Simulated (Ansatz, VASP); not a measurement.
**Two plane-wave programs on KTaO3**

```
CELL_PARAMETERS angstrom
3.98830 0.00000 0.00000
0.00000 3.98830 0.00000
0.00000 0.00000 3.98830
ATOMIC_POSITIONS crystal
K 0.50000 0.50000 0.50000
Ta 0.00000 0.00000 0.00000
O 0.50000 0.00000 0.00000
O 0.00000 0.50000 0.00000
O 0.00000 0.00000 0.50000
```

Alike in both runs: task electric field gradients; functional PBE; k mesh 5 × 5 × 5; occupations fermi-dirac, width 0.02 eV; non-collinear spin, spin-orbit coupling.

```csv
,VASP,Ansatz
version,VASP 6.6.1,Ansatz 0.2.0
potentials or method,"VASP PAW PBE potentials, release 64 (K_sv, Ta_pv, O)",plane-wave PAW
plane-wave cutoff (eV),520,420
valence electrons in the cell,38,40
```

|  | VASP | Ansatz | Ansatz less VASP |
| --- | --- | --- | --- |
| pressure (GPa) | 6.3 | 5.2 | -1.10 |
| net moment per atom (μB) | 0.00 | 0.00 | 0.000 |
| size of Vzz on the site where it differs most (V/Å²) | 20.0 | 22.8 | +2.80 |

VASP's potentials hold 38 valence electrons a cell and Ansatz's 40, so a difference there can come from the potentials and not from the codes.
